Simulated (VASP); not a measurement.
# Ho3N in VASP: single point with PBE

Aim: the single point of Ho3N with PBE.

Program: VASP 6.6.1. These are calculated values, not measurements. Logs are shortened: lines on timing, memory, paths and dates and some standing lists are left out, and cuts for length are marked.

## 1. The cell of the first run

The typed cell holds 4 atoms: a = 3.543 Å, b = 3.543 Å, c = 7.474 Å, α = 103.69°, β = 103.69°, γ = 90.06°.

The cell was generated, and may not be a known phase.

## 2. Single point, PBE

INCAR

```
SYSTEM = Ho3N
PREC = Accurate ; ENCUT = 600
EDIFF = 1E-6 ; ISMEAR = 0
SIGMA = 0.2 ; LREAL = .False.
LASPH = .True. ; NELM = 200
ALGO = Normal ; ISIF = 2
LWAVE = .False. ; LCHARG = .False.
GGA = PE ; NBANDS = 24
GGA_COMPAT = .False. ; LMAXMIX = 6
```

KPOINTS

```
regular mesh
0
Gamma
  6 6 4
  0 0 0
```

POSCAR

```
Ho3N
1.0
    2.5029955129     -2.5065646315     -0.0708537484
    2.5029955129      2.5065646315     -0.0708537484
   -2.3034851015      0.0000000000      7.1106950260
Ho N
3 1
Direct
    0.6644087779      0.6644087779      0.8288974788
    0.3355912221      0.3355912221      0.1711025212
    0.0000000000      0.0000000000      0.5000000000
    0.5000000000      0.5000000000      0.5000000000
```

Potentials or basis: VASP PAW PBE potentials, release 64 (Ho_3, N), 4f in core.

Launch:

```sh
cat potpaw_PBE.64/Ho_3/POTCAR potpaw_PBE.64/N/POTCAR > POTCAR
mpirun -np 1 vasp_std > vasp.out
```

OUTCAR:

```text
SYSTEM = Ho3N
   PREC = Accurate
   ENCUT = 600
   EDIFF = 1E-6
   ISMEAR = 0
   LREAL = .False.
   LASPH = .True.
   NELM = 200
   ISIF = 2
   GGA = PE

 ion  position               nearest neighbor table
   1  0.664  0.664  0.829-   4 2.32   3 3.41   3 3.41   3 3.41   3 3.41   2 3.48   2 3.48   2 3.48
                             2 3.48
   2  0.336  0.336  0.171-   4 2.32   3 3.41   3 3.41   3 3.41   3 3.41   1 3.48   1 3.48   1 3.48
                             1 3.48
   3  0.000  0.000  0.500-   4 2.50   4 2.50   4 2.51   4 2.51   2 3.41   1 3.41   2 3.41   1 3.41
                             2 3.41   1 3.41   2 3.41   1 3.41
   4  0.500  0.500  0.500-   1 2.32   2 2.32   3 2.50   3 2.50   3 2.51   3 2.51

  LATTYP: Found a base centered monoclinic cell.
 ALAT       =     5.0079963224
 B/A-ratio  =     1.0010249490
 C/A-ratio  =     1.4925114354
 COS(beta)  =    -0.3349751118

  Lattice vectors:

 A1 = (   2.5029955129,  -2.5065646315,  -0.0708537484)
 A2 = (   2.5029955129,   2.5065646315,  -0.0708537484)
 A3 = (  -2.3034851015,   0.0000000000,   7.1106950260)

Analysis of symmetry for initial positions (statically):
=====================================================================
 Subroutine PRICEL returns:
 Original cell was already a primitive cell.

 Routine SETGRP: Setting up the symmetry group for a
 base centered monoclinic supercell.

 Subroutine GETGRP returns: Found  4 space group operations
 (whereof  4 operations were pure point group operations)
 out of a pool of  4 trial point group operations.

The static configuration has the point symmetry C_2h.

Analysis of symmetry for dynamics (positions and initial velocities):
=====================================================================
 Subroutine PRICEL returns:
 Original cell was already a primitive cell.

 Routine SETGRP: Setting up the symmetry group for a
 base centered monoclinic supercell.

 Subroutine GETGRP returns: Found  4 space group operations
 (whereof  4 operations were pure point group operations)
 out of a pool of  4 trial point group operations.

The dynamic configuration has the point symmetry C_2h.

 Subroutine INISYM returns: Found  4 space group operations
 (whereof  4 operations are pure point group operations),
 and found     1 'primitive' translations

----------------------------------------------------------------------------------------

                                     Primitive cell

[... 94 lines left out ...]
   EDIFF  = 0.1E-05   stopping-criterion for ELM
   LREAL  =      F    real-space projection
   EDIFFG = 0.1E-04   stopping-criterion for IOM
   NSW    =      0    number of steps for IOM
   IBRION =     -1    ionic relax: 0-MD 1-quasi-New 2-CG
   NFREE  =      0    steps in history (QN), initial steepest desc. (CG)
   ISIF   =      2    stress and relaxation
   ISYM   =      2    0-nonsym 1-usesym 2-fastsym
   POTIM  = 0.5000    time-step for ionic-motion
   TEBEG  =    0.0;   TEEND  =   0.0 temperature during run
   PSTRESS=    0.0 pullay stress
   NELECT =      32.0000    total number of electrons
   NUPDOWN=      -1.0000    fix difference up-down
   EMIN   =  10.00;   EMAX   =-10.00  energy-range for DOS
   EFERMI =   0.00;   METHOD = LEGACY
   ISMEAR =     0;   SIGMA  =   0.20  broadening in eV -4-tet -1-fermi 0-gaus
   EFERMI_NEDOS =   21; number of points for ismear=-14 and -15
   IALGO  =     38    algorithm
   IMIX   =      4    mixing-type and parameters
     AMIX     =   0.40;   BMIX     =  1.00
     AMIX_MAG =   1.60;   BMIX_MAG =  1.00
  volume/ion in A,a.u.               =      22.10       149.15
  Fermi-wavevector in a.u.,A,eV,Ry     =   1.166715  2.204772 18.520576  1.361224
  Thomas-Fermi vector in A             =   2.303225
   LORBIT       =      0    0 simple, 1 ext, 2 COOP (PROOUT), +10 PAW based schemes
   GGA     = PE    functional components
   LHFCALC =     F    Hartree Fock is set to
   AEXX    =    0.0000 exact exchange contribution
   IVDW    =     0    specifies the selected vdW correction
   LEPSILON=     F    determine dielectric tensor
   LRPA    =     F    only Hartree local field effects (RPA)
 non-spin polarized calculation
 Gauss-broadening in eV      SIGMA  =   0.20
  energy-cutoff  :      600.00
  volume of cell :       88.41
 maximum number of plane-waves:      2970
   NGX = 15   NGY = 15   NGZ = 29

 number of electron      32.0000001 magnetization

 Free energy of the ion-electron system (eV)
  ---------------------------------------------------
  ext. energy  EPLUGINS =         0.00000000
  ---------------------------------------------------
  free energy    TOTEN  =       -24.95850297 eV

  energy without entropy =      -24.89620178  energy(sigma->0) =      -24.92735238

 E-fermi :   3.8825     XC(G=0): -10.5345

 val. band max:        3.8418049244   @ k =   0.3333   0.1667   0.0000
 cond. band min:       3.8961852809   @ k =  -0.3333   0.1667   0.2500
 fundamental gap:      0.0543803565
 Fermi energy:         3.8824646353

 k-point     1 :       0.0000    0.0000    0.0000
  band No.  band energies     occupation
      1     -20.1257      2.00000
      2     -20.0394      2.00000
      3     -19.7641      2.00000
      4     -19.7634      2.00000
      5     -19.7023      2.00000
      6     -19.7014      2.00000
[... 637 lines left out ...]
     23       7.3845      0.00000
     24       7.8541      0.00000

 [... further k-points ...]

------------------------ aborting loop because EDIFF is reached ----------------------------------------

  FORCE on cell =-STRESS in cart. coord.  units (eV):
  Direction    XX          YY          ZZ          XY          YZ          ZX
  --------------------------------------------------------------------------------------
  -------------------------------------------------------------------------------------
  Total        0.3748873      0.3305461      0.6459403      0.0000000      0.0000000     -0.0059439
  in kB        6.7940878      5.9904915     11.7063872      0.0000000      0.0000000     -0.1077207
  external PRESSURE =       8.1636555 kB  Pullay stress =       0.0000000 kB

 VOLUME and BASIS-vectors are now :
 -----------------------------------------------------------------------------
  energy-cutoff  :      600.00
  volume of cell :       88.41
      direct lattice vectors                 reciprocal lattice vectors
     2.502995513 -2.506564631 -0.070853748     0.201609433 -0.199476205  0.065310680
     2.502995513  2.506564631 -0.070853748     0.201609433  0.199476205  0.065310680
    -2.303485102  0.000000000  7.110695026     0.004017831  0.000000000  0.141934791

 POSITION                                       TOTAL-FORCE (eV/Angst)
 -----------------------------------------------------------------------------------
      1.41667      0.00000      5.79989        -0.000337      0.000000      0.028034
      1.28583      0.00000      1.16910         0.000337      0.000000     -0.028034
     -1.15174      0.00000      3.55535        -0.000000      0.000000      0.000000
      1.35125      0.00000      3.48449        -0.000000      0.000000      0.000000
 -----------------------------------------------------------------------------------
    total drift:                               -0.000000      0.000000      0.000000

  FREE ENERGIE OF THE ION-ELECTRON SYSTEM (eV)
  ---------------------------------------------------
  free  energy   TOTEN  =       -24.9585029731 eV

  energy  without entropy=      -24.8962017841  energy(sigma->0) =      -24.92735238
```

It took 73 s on 1 thread of AMD EPYC 9R45 (Zen 5), shared host; peak memory 0.24 GiB.

Results:

```
Free energy            : -24.9585 eV
Pressure               : 0.8 GPa
Largest force          : 0.028 eV/Å
Band gap on the k mesh : zero (bands 16 and 17 overlap by 1.06 eV)
```

Forces in eV/Å, atoms in the order of the input:
```
Ho   0.000  0.000  0.028
Ho   0.000  0.000 -0.028
Ho   0.000  0.000  0.000
N    0.000  0.000  0.000
```

Caveat: spin-orbit coupling is left out, which moves the levels of the heavy elements; the 4f electrons are frozen in the core, so they carry no moment and show no levels; the run has no spin polarisation, though such a crystal can be magnetic.

The gap in the log of VASP goes by the Fermi energy; the results here count the filled bands.